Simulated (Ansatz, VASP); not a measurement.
# Ti: VASP beside Ansatz

Contents of INCAR:

```
PREC = Accurate
ENCUT = 400
EDIFF = 1E-8
ISMEAR = -1
SIGMA = 0.05
LREAL = F
LASPH = T
NELM = 120
ALGO = Normal
ISIF = 2
LWAVE = F
LCHARG = F
LEFG = T
NBANDS = 12
GGA_COMPAT = F
```

The input KPOINTS:

```
Automatic mesh
0
Gamma
  15 15 15
```

POSCAR

```
Ti
1.0
    0.0000000000      2.0501003171      2.0501003171
    2.0501003171      0.0000000000      2.0501003171
    2.0501003171      2.0501003171      0.0000000000
Ti
1
Direct
    0.0000000000      0.0000000000      0.0000000000
```

Input for Ansatz:

```yaml
crystal:
  lattice:
    - [0.0, 2.0501003171, 2.0501003171]
    - [2.0501003171, 0.0, 2.0501003171]
    - [2.0501003171, 2.0501003171, 0.0]
  atoms:
    - { symbol: Ti, position: [0.0, 0.0, 0.0] }
kpoints:
  mp_grid: { grid: [15, 15, 15] }
scf:
  occupations: { method: fermi_dirac, width: 0.05 }
hamiltonian:
  xc: lda
  pseudopotentials: { kind: paw }
output:
  forces: true
  stress: true
  eigenvalues: true
  efg: { contact_densities: true }
  write_density: true
  write_potential: true
  elf: true
  volumetric_format: npy
```

Change from the starting cell: volume scaled by 1.03, PAW files.

Alike in both runs: task electric field gradients; functional LDA; k mesh 15 × 15 × 15; occupations fermi-dirac, width 0.05 eV; no spin polarisation.

|  | VASP | Ansatz |
| --- | --- | --- |
| version | VASP 6.6.1 | Ansatz 0.2.0 |
| potentials or method | VASP PAW LDA potentials, release 64 (Ti_sv) | PAW with Ansatz's default frozen-core files, scalar-relativistic |
| plane-wave cutoff (eV) | 400 | 420 |
| valence electrons in the cell | 12 | 12 |

|  | VASP | Ansatz | Ansatz less VASP |
| --- | --- | --- | --- |
| pressure (GPa) | -8.6 | -7.8 | +0.79 |

LDA's correlation is that of Perdew and Zunger in VASP and of Perdew and Wang (1992) in Ansatz.
